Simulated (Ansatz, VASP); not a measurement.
One calculation of WSe2, two programs

File INCAR:

```
PREC = Accurate
ENCUT = 520
EDIFF = 1E-6
ISMEAR = -1
SIGMA = 0.02
LREAL = False
LASPH = True
NELM = 100
ALGO = Normal
ISIF = 2
LWAVE = False
LCHARG = False
GGA = PE
NBANDS = 35
```

Contents of KPOINTS:

```
Automatic mesh
0
Gamma
  12 12 2
```

Contents of POSCAR:

```
WSe2
1.0
    3.3986574696      0.0000000000      0.0000000000
   -1.6993287348      2.9433237074      0.0000000000
    0.0000000000      0.0000000000     13.5431619350
W Se
2 4
Direct
    0.3333333333      0.6666666667      0.2500000000
    0.6666666667      0.3333333333      0.7500000000
    0.6666666667      0.3333333333      0.3707159077
    0.6666666667      0.3333333333      0.1292840923
    0.3333333333      0.6666666667      0.8707159077
    0.3333333333      0.6666666667      0.6292840923
```

Input for Ansatz:

```yaml
crystal:
  lattice:
    - [3.3986574696, 0.0, 0.0]
    - [-1.6993287348, 2.9433237074, 0.0]
    - [0.0, 0.0, 13.543161935]
  atoms:
    - { symbol: W, position: [0.3333333333, 0.6666666667, 0.25] }
    - { symbol: W, position: [0.6666666667, 0.3333333333, 0.75] }
    - { symbol: Se, position: [0.6666666667, 0.3333333333, 0.3707159077] }
    - { symbol: Se, position: [0.6666666667, 0.3333333333, 0.1292840923] }
    - { symbol: Se, position: [0.3333333333, 0.6666666667, 0.8707159077] }
    - { symbol: Se, position: [0.3333333333, 0.6666666667, 0.6292840923] }
kpoints:
  mp_grid: { grid: [12, 12, 2] }
  band_path:
    path:
      - [0.0, 0.0, 0.0]
      - [0.5, 0.0, 0.0]
      - [0.3333333333, 0.3333333333, 0.0]
      - [0.0, 0.0, 0.5]
      - [0.5, 0.0, 0.5]
      - [0.3333333333, 0.3333333333, 0.5]
      - [0.333333, 0.333333, -0.020833]
    npoints: 1
hamiltonian:
  xc: pbe
scf:
  occupations: { method: fermi_dirac, width: 0.02 }
  n_extra_bands: 5
output:
  forces: true
  stress: true
  eigenvalues: true
```

Change from the starting cell: hydrostatic strain +3.0%.

Alike in both runs: task single point; functional PBE; k mesh 12 × 12 × 2; occupations fermi-dirac, width 0.02 eV; no spin polarisation.

|  | VASP | Ansatz |
| --- | --- | --- |
| version | VASP 6.6.1 | Ansatz 0.2.0 |
| potentials or method | VASP PAW PBE potentials, release 64 (W_sv, Se) | plane waves, PAW |
| plane-wave cutoff (eV) | 520 | 420 |
| valence electrons in the cell | 52 | 92 |

|  | VASP | Ansatz | Ansatz less VASP |
| --- | --- | --- | --- |
| gap on the k mesh at the Fermi level (eV) | 0.83 | 0.84 | +0.008 |
| pressure (GPa) | -1.3 | -1.6 | -0.25 |
| traceless stress, the component that is largest in VASP (GPa) | 4.18 | 4.12 | -0.059 |
| rms of the force components (eV/Å) | 0.131 | 0.111 | -0.0199 |

Atom by atom the forces differ by 0.020 eV/Å (rms over components). VASP's potentials hold 52 valence electrons a cell and Ansatz's 92, so a difference there can come from the potentials and not from the codes.

Spin-orbit coupling is off throughout.
